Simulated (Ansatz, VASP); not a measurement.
# Two plane-wave programs on AgPtC2N2

```xyz
6
Lattice="4.4615 0.0000 0.0000 -1.1335 4.5890 0.0000 -0.4194 -1.4154 7.6186" Properties=species:S:1:pos:R:3 pbc="T T T"
Ag    0.0000    0.0000    0.0000
Pt    1.4543    1.5868    3.8093
C     0.3093   -0.2479    6.1373
C     2.5993    3.4215    1.4814
N     0.7309    0.4277    5.2801
N     2.1777    2.7459    2.3386
```

Alike in both runs: task single point; functional PBE; k mesh 4 × 4 × 2; occupations gaussian, width 0.1 eV; collinear spin.

|  | VASP | Ansatz |
| --- | --- | --- |
| version | VASP 6.6.1 | Ansatz 0.2.0 |
| potentials or method | VASP PAW PBE potentials, release 64 (Ag, Pt, C, N), cutoff 600 eV | scalar-relativistic, plane waves, PAW |
| valence electrons in the cell | 39 | 55 |

|  | VASP | Ansatz | Ansatz less VASP |
| --- | --- | --- | --- |
| gap on the k mesh at the Fermi level (eV) | none | none | - |
| pressure (GPa) | -1.9 | -2.0 | -0.15 |
| traceless stress, the component that is largest in VASP (GPa) | 1.76 | 2.06 | +0.297 |
| rms of the force components (eV/Å) | 0.459 | 0.369 | -0.0902 |
| net moment per atom (μB) | 0.17 | 0.17 | 0.000 |
| size of the moment on the site where the two differ most (μB) | 0.79 | 0.43 | -0.358 |

Site moments also hang on the region over which each program counts them. Atom by atom the forces differ by 0.158 eV/Å (rms over components). A gap of «none» marks a metal or a gap that the smearing closes. The functional is the same, so the differences come from potentials, cutoffs and numerics. VASP's potentials hold 39 valence electrons a cell and Ansatz's 55, so a difference there can come from the potentials and not from the codes.

The k mesh is coarse, so the values compare programs but aren't converged. Neither program's run includes spin-orbit coupling. Noted on VASP's run: the standard files for N, O and F lose accuracy on very short bonds.
